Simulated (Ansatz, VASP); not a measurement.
## One calculation of WC, two programs

The input POSCAR:

```
WC
1.0
    2.9005014360      0.0000000000      0.0000000000
   -1.4502507180      2.5119079273      0.0000000000
    0.0000000000      0.0000000000      2.8290000000
W C
1 1
Direct
    0.0000000000      0.0000000000      0.0927889714
    0.6666666667      0.3333333333      0.5000000000
```

The input INCAR.step1:

```
SYSTEM = WC
PREC     = Accurate       ! precision mode
ENCUT    = 520            ! plane-wave cutoff, eV
ISMEAR   = 0              ! smearing method
SIGMA    = 0.15           ! smearing width, eV
LREAL    = .FALSE.        ! projectors in reciprocal space
LASPH    = .TRUE.         ! aspherical terms in the spheres
NELM     = 80             ! most SCF steps
NBANDS   = 16             ! bands
GGA      = PE             ! functional
ALGO     = Normal         ! electronic algorithm
EDIFF    = 1E-4           ! SCF threshold, eV
LWAVE    = .TRUE.         ! write WAVECAR
LCHARG   = .FALSE.        ! write CHGCAR
```

INCAR.step2

```
SYSTEM = WC
PREC     = Accurate       ! precision mode
ENCUT    = 520            ! plane-wave cutoff, eV
EDIFF    = 1E-6           ! SCF threshold, eV
ISMEAR   = 0              ! smearing method
SIGMA    = 0.15           ! smearing width, eV
LREAL    = .FALSE.        ! projectors in reciprocal space
LASPH    = .TRUE.         ! aspherical terms in the spheres
NELM     = 80             ! most SCF steps
ALGO     = Normal         ! electronic algorithm
ISIF     = 2              ! what is computed and relaxed
LWAVE    = .FALSE.        ! write WAVECAR
LCHARG   = .FALSE.        ! write CHGCAR
METAGGA  = R2SCAN         ! meta-GGA
LMIXTAU  = .TRUE.       
NBANDS   = 16             ! bands
ISTART   = 1
```

KPOINTS

```
regular mesh
0
G
  18 18 16
  0 0 0
```

Input for Ansatz:

```yaml
crystal:
  lattice:
    - [2.900501436, 0.0, 0.0]
    - [-1.450250718, 2.5119079273, 0.0]
    - [0.0, 0.0, 2.829]
  atoms:
    - { symbol: W, position: [0.0, 0.0, 0.0927889714] }
    - { symbol: C, position: [0.6666666667, 0.3333333333, 0.5] }
basis:
  ecutwfc: 500
kpoints:
  mp_grid: { grid: [18, 18, 16] }
hamiltonian:
  xc: r2scan
scf:
  occupations: { method: gaussian, width: 0.15 }
output:
  forces: true
  stress: true
  eigenvalues: true
```

Change from the starting cell: all W atoms moved +0.263 Å, as atom 1 along Cartesian [0 0 1].

Alike in both runs: task single point; functional r2SCAN; k mesh 18 × 18 × 16; occupations gaussian, width 0.15 eV; no spin polarisation.

|  | VASP | Ansatz |
| --- | --- | --- |
| version | VASP 6.6.1 | Ansatz 0.2.0 |
| potentials or method | VASP PAW PBE potentials, release 64 (W_sv, C), cutoff 520 eV | scalar-relativistic, plane waves, PAW |
| valence electrons in the cell | 18 | 18 |

|  | VASP | Ansatz | Ansatz less VASP |
| --- | --- | --- | --- |
| gap on the k mesh at the Fermi level (eV) | none | none | - |
| pressure (GPa) | 22.5 | 20.1 | -2.32 |
| traceless stress, the component that is largest in VASP (GPa) | 1.82 | 1.77 | -0.052 |
| rms of the force components (eV/Å) | 2.485 | 2.459 | -0.0259 |

VASP's potentials were made for PBE, not for r2SCAN. Atom by atom the forces differ by 0.026 eV/Å (rms over components). A gap of «none» marks a metal or a gap that the smearing closes. The functional is the same, so the differences come from potentials, cutoffs and numerics.

Spin-orbit coupling is off throughout.
